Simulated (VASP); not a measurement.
# Ga in VASP: single point with PBEsol

Aim: the single point of Ga with PBEsol.

Everything below comes from runs of VASP 6.6.1. Logs are shortened: lines on timing, memory, paths and dates and some standing lists are left out, and cuts for length are marked.

## 1. The cell of the first run

The cell holds a slab with vacuum, 8 atoms: a = 2.808 Å, b = 4.458 Å, c = 27.828 Å, α = 90.00°, β = 90.00°, γ = 90.00°.

## 2. Single point, PBEsol

INCAR

```
PREC = Accurate
ENCUT = 520
EDIFF = 1E-6
ISMEAR = 0
SIGMA = 0.1
LREAL = False
LASPH = True
NELM = 60
ALGO = Normal
ISIF = 2
LWAVE = False
LCHARG = False
LDIPOL = True
IDIPOL = 3
DIPOL = 0.5 0.5 0.500
GGA = PS
NBANDS = 62
```

KPOINTS

```
regular mesh
0
Gamma
  9 6 1
```

POSCAR

```
Ga
1.0
    2.8080000000      0.0000000000      0.0000000000
    0.0000000000      4.4580000000      0.0000000000
    0.0000000000      0.0000000000     27.8279997329
Ga
8
Direct
    0.5000000000      0.5000000000      0.3234152683
    0.0000000000      0.0000000000      0.3738680488
    0.5000000000      0.5000000000      0.4243208293
    0.0000000000      0.0000000000      0.4747736098
    0.5000000000      0.5000000000      0.5260257837
    0.0000000000      0.0000000000      0.5749449265
    0.5000000000      0.5000000000      0.6311790996
    0.0000000000      0.0000000000      0.6742547775
```

Potentials or basis: VASP PAW PBE potentials, release 64 (Ga_d).

On the command line:

```console
cat potpaw_PBE.64/Ga_d/POTCAR > POTCAR
mpirun -np 1 vasp_std > vasp.out
```

OUTCAR:

```text
PREC = Accurate
   ENCUT = 520
   EDIFF = 1E-6
   ISMEAR = 0
   LREAL = False
   LASPH = True
   NELM = 60
   ISIF = 2
   GGA = PS

 ion  position               nearest neighbor table
   1  0.500  0.500  0.323-   3 2.81
   2  0.000  0.000  0.374-   4 2.81
   3  0.500  0.500  0.424-   1 2.81   5 2.83
   4  0.000  0.000  0.475-   6 2.79   2 2.81
   5  0.500  0.500  0.526-   3 2.83
   6  0.000  0.000  0.575-   8 2.76   4 2.79
   7  0.500  0.500  0.631-   8 2.89   8 2.89   8 2.89   8 2.89
   8  0.000  0.000  0.674-   6 2.76   7 2.89   7 2.89   7 2.89   7 2.89

  LATTYP: Found a simple orthorhombic cell.
 ALAT       =     2.8080000000
 B/A-ratio  =     1.5876068376
 C/A-ratio  =     9.9102563151

  Lattice vectors:

 A1 = (   2.8080000000,   0.0000000000,   0.0000000000)
 A2 = (   0.0000000000,   4.4580000000,   0.0000000000)
 A3 = (   0.0000000000,   0.0000000000,  27.8279997329)

Analysis of symmetry for initial positions (statically):
=====================================================================
 Subroutine PRICEL returns:
 Original cell was already a primitive cell.

 Routine SETGRP: Setting up the symmetry group for a
 simple orthorhombic supercell.

 Subroutine GETGRP returns: Found  4 space group operations
 (whereof  4 operations were pure point group operations)
 out of a pool of  8 trial point group operations.

The static configuration has the point symmetry C_2v.

Analysis of symmetry for dynamics (positions and initial velocities):
=====================================================================
 Subroutine PRICEL returns:
 Original cell was already a primitive cell.

 Routine SETGRP: Setting up the symmetry group for a
 simple orthorhombic supercell.

 Subroutine GETGRP returns: Found  4 space group operations
 (whereof  4 operations were pure point group operations)
 out of a pool of  8 trial point group operations.

The dynamic configuration has the point symmetry C_2v.

 Subroutine INISYM returns: Found  4 space group operations
 (whereof  4 operations are pure point group operations),
 and found     1 'primitive' translations

----------------------------------------------------------------------------------------

                                     Primitive cell

  volume of cell :     348.3527

  direct lattice vectors                    reciprocal lattice vectors
     2.808000000  0.000000000  0.000000000     0.356125356  0.000000000  0.000000000
     0.000000000  4.458000000  0.000000000     0.000000000  0.224315837  0.000000000
     0.000000000  0.000000000 27.827999733     0.000000000  0.000000000  0.035935030

  length of vectors
     2.808000000  4.458000000 27.827999733     0.356125356  0.224315837  0.035935030

  position of ions in fractional coordinates (direct lattice)
     0.500000000  0.500000000  0.323415268
     0.000000000  0.000000000  0.373868049
     0.500000000  0.500000000  0.424320829
     0.000000000  0.000000000  0.474773610
     0.500000000  0.500000000  0.526025784
     0.000000000  0.000000000  0.574944927
     0.500000000  0.500000000  0.631179100
     0.000000000  0.000000000  0.674254778

  ion indices of the primitive-cell ions
   primitive index   ion index
                 1           1
                 2           2
                 3           3
                 4           4
                 5           5
                 6           6
                 7           7
                 8           8

----------------------------------------------------------------------------------------

 KPOINTS: regular mesh

Automatic generation of k-mesh.
 Grid dimensions read from file:
 generate k-points for:    9    6    1

 Generating k-lattice:

  Cartesian coordinates                     Fractional coordinates (reciprocal lattice)
     0.039569484  0.000000000  0.000000000     0.111111111  0.000000000  0.000000000
     0.000000000  0.037385973  0.000000000     0.000000000  0.166666667  0.000000000
     0.000000000  0.000000000  0.035935030     0.000000000  0.000000000  1.000000000

  Length of vectors
     0.039569484  0.037385973  0.035935030

  Shift w.r.t. Gamma in fractional coordinates (k-lattice)
     0.000000000  0.000000000  0.000000000

 Subroutine IBZKPT returns following result:
 ===========================================

 Found     20 irreducible k-points:

 Following reciprocal coordinates:
            Coordinates               Weight
  0.000000  0.000000  0.000000      1.000000
  0.111111  0.000000  0.000000      2.000000
  0.222222  0.000000  0.000000      2.000000
  0.333333  0.000000  0.000000      2.000000
  0.444444  0.000000  0.000000      2.000000
  0.000000  0.166667  0.000000      2.000000
[... 12 lines left out ...]
  0.333333  0.500000  0.000000      2.000000
  0.444444  0.500000  0.000000      2.000000
   k-points           NKPTS =     20   k-points in BZ     NKDIM =     20   number of bands    NBANDS=     62
   number of dos      NEDOS =    301   number of ions     NIONS =      8
   total plane-waves  NPLWV = 181440
   dimension x,y,z NGX =    24 NGY =   36 NGZ =  210
   dimension x,y,z NGXF=    48 NGYF=   72 NGZF=  420
   ions per type =               8
   NGX,Y,Z   is equivalent  to a cutoff of  14.21, 13.42, 12.55 a.u.
   NGXF,Y,Z  is equivalent  to a cutoff of  28.42, 26.85, 25.09 a.u.
 SYSTEM =  unknown system
   PREC   = accura    normal or accurate (medium, high low for compatibility)
   ISTART =      0    job   : 0-new  1-cont  2-samecut
   ICHARG =      2    charge: 1-file 2-atom 10-const
   ISPIN  =      1    spin polarized calculation?
   LNONCOLLINEAR =      F non collinear calculations
   LSORBIT =      F    spin-orbit coupling
   LASPH  =      T    aspherical Exc in radial PAW
   ENCUT  =  520.0 eV  38.22 Ry    6.18 a.u.   5.22  8.29 51.74*2*pi/ulx,y,z
   NELM   =     60;   NELMIN=  2; NELMDL= -5     # of ELM steps
   EDIFF  = 0.1E-05   stopping-criterion for ELM
   LREAL  =      F    real-space projection
[... 7 lines left out ...]
   TEBEG  =    0.0;   TEEND  =   0.0 temperature during run
   PSTRESS=    0.0 pullay stress
   NELECT =     104.0000    total number of electrons
   NUPDOWN=      -1.0000    fix difference up-down
   EMIN   =  10.00;   EMAX   =-10.00  energy-range for DOS
   EFERMI =   0.00;   METHOD = LEGACY
   ISMEAR =     0;   SIGMA  =   0.10  broadening in eV -4-tet -1-fermi 0-gaus
   EFERMI_NEDOS =   21; number of points for ismear=-14 and -15
   IALGO  =     38    algorithm
   IMIX   =      4    mixing-type and parameters
     AMIX     =   0.40;   BMIX     =  1.00
     AMIX_MAG =   1.60;   BMIX_MAG =  1.00
  volume/ion in A,a.u.               =      43.54       293.85
  Fermi-wavevector in a.u.,A,eV,Ry     =   1.094157  2.067657 16.288610  1.197179
  Thomas-Fermi vector in A             =   2.230456
   LORBIT       =      0    0 simple, 1 ext, 2 COOP (PROOUT), +10 PAW based schemes
   GGA     = PS    functional components
   LHFCALC =     F    Hartree Fock is set to
   AEXX    =    0.0000 exact exchange contribution
   IVDW    =     0    specifies the selected vdW correction
   LEPSILON=     F    determine dielectric tensor
   LRPA    =     F    only Hartree local field effects (RPA)
 non-spin polarized calculation
 Gauss-broadening in eV      SIGMA  =   0.10
  energy-cutoff  :      520.00
  volume of cell :      348.35
 maximum number of plane-waves:      9417
 NGX is ok and might be reduce to    24
   NGX = 11   NGY = 17   NGZ =103

 dipolmoment           0.000000      0.000000     -0.067050 electrons x Angstroem

 number of electron     103.9999945 magnetization

 dipolmoment           0.000000      0.000000      0.003139 electrons x Angstroem

 Free energy of the ion-electron system (eV)
  ---------------------------------------------------
  ext. energy  EPLUGINS =         0.00000000
  ---------------------------------------------------
  free energy    TOTEN  =       -25.67681902 eV

  energy without entropy =      -25.66054785  energy(sigma->0) =      -25.66868343

 E-fermi :  -0.0088     XC(G=0):  -5.3127

 val. band max:       -0.0944210817   @ k =   0.2222   0.1667   0.0000
 cond. band min:      -0.0014301832   @ k =   0.3333   0.1667   0.0000
 fundamental gap:      0.0929908986
 Fermi energy:        -0.0088382719

 k-point     1 :       0.0000    0.0000    0.0000
  band No.  band energies     occupation
      1     -15.1714      2.00000
      2     -15.1152      2.00000
      3     -15.0855      2.00000
      4     -15.0696      2.00000
      5     -15.0414      2.00000
      6     -15.0311      2.00000
[... 54 lines left out ...]
     61       4.3919      0.00000
     62       4.8152      0.00000

 k-point     2 :       0.1111    0.0000    0.0000
  band No.  band energies     occupation
      1     -15.1369      2.00000
      2     -15.0747      2.00000
      3     -15.0672      2.00000
      4     -15.0338      2.00000
      5     -15.0120      2.00000
      6     -15.0005      2.00000
[... 54 lines left out ...]
     61       4.5072      0.00000
     62       4.6300      0.00000

 k-point     3 :       0.2222    0.0000    0.0000
  band No.  band energies     occupation
      1     -15.0780      2.00000
      2     -15.0437      2.00000
      3     -15.0328      2.00000
      4     -15.0041      2.00000
      5     -14.9960      2.00000
      6     -14.9921      2.00000
[... 1094 lines left out ...]
     61       3.6657      0.00000
     62       3.7262      0.00000

 k-point    20 :       0.4444    0.5000    0.0000
  band No.  band energies     occupation
      1     -15.0481      2.00000
      2     -15.0460      2.00000
      3     -15.0235      2.00000
      4     -15.0056      2.00000
      5     -15.0015      2.00000
      6     -14.9984      2.00000
[... 54 lines left out ...]
     61       3.2903      0.00000
     62       3.4049      0.00000

------------------------ aborting loop because EDIFF is reached ----------------------------------------

 vacuum level on the upper side and lower side of the slab       (xc-potential included)        -0.126        -0.171

  FORCE on cell =-STRESS in cart. coord.  units (eV):
  Direction    XX          YY          ZZ          XY          YZ          ZX
  --------------------------------------------------------------------------------------
  -------------------------------------------------------------------------------------
  Total       -4.2600290     -0.9324917      0.1194457      0.0000000      0.0000000      0.0000000
  in kB      -19.5931372     -4.2888059      0.5493660      0.0000000      0.0000000      0.0000000
  external PRESSURE =      -7.7775257 kB  Pullay stress =       0.0000000 kB

 VOLUME and BASIS-vectors are now :
 -----------------------------------------------------------------------------
  energy-cutoff  :      520.00
  volume of cell :      348.35
      direct lattice vectors                 reciprocal lattice vectors
     2.808000000  0.000000000  0.000000000     0.356125356  0.000000000  0.000000000
     0.000000000  4.458000000  0.000000000     0.000000000  0.224315837  0.000000000
     0.000000000  0.000000000 27.827999733     0.000000000  0.000000000  0.035935030

 POSITION                                       TOTAL-FORCE (eV/Angst)
 -----------------------------------------------------------------------------------
      1.40400      2.22900      9.00000         0.000000      0.000000      0.116946
      0.00000      0.00000     10.40400         0.000000      0.000000     -0.208110
      1.40400      2.22900     11.80800         0.000000      0.000000      0.008103
      0.00000      0.00000     13.21200         0.000000      0.000000      0.071294
      1.40400      2.22900     14.63825         0.000000      0.000000     -0.001303
      0.00000      0.00000     15.99957         0.000000      0.000000      0.004791
      1.40400      2.22900     17.56445         0.000000      0.000000      0.006499
      0.00000      0.00000     18.76316         0.000000      0.000000      0.001780
 -----------------------------------------------------------------------------------
    total drift:                                0.000000     -0.000000      0.001342

  FREE ENERGIE OF THE ION-ELECTRON SYSTEM (eV)
  ---------------------------------------------------
  free  energy   TOTEN  =       -25.6768190172 eV

  energy  without entropy=      -25.6605478518  energy(sigma->0) =      -25.66868343

 vacuum level on the upper side and lower side of the slab         4.095         4.049
```

Run time: 14 min. Hardware: 1 thread of Intel Xeon Platinum 8175M at 2.50GHz (Skylake/Cascade Lake), shared host; peak memory 0.57 GiB.

Results:

- Free energy: -25.6768 eV
- Largest force: 0.208 eV/Å
- Band gap on the k mesh: zero (band 52 reaches 0.56 eV, above the bottom of band 53 at -1.29 eV)

Forces in eV/Å, atoms in the order of the input:
```
Ga   0.000  0.000  0.117
Ga   0.000  0.000 -0.208
Ga   0.000  0.000  0.008
Ga   0.000  0.000  0.071
Ga   0.000  0.000 -0.001
Ga   0.000  0.000  0.005
Ga   0.000  0.000  0.006
Ga   0.000  0.000  0.002
```

Caveat: the PAW data sets were made with another functional, which shifts forces and pressure a little.
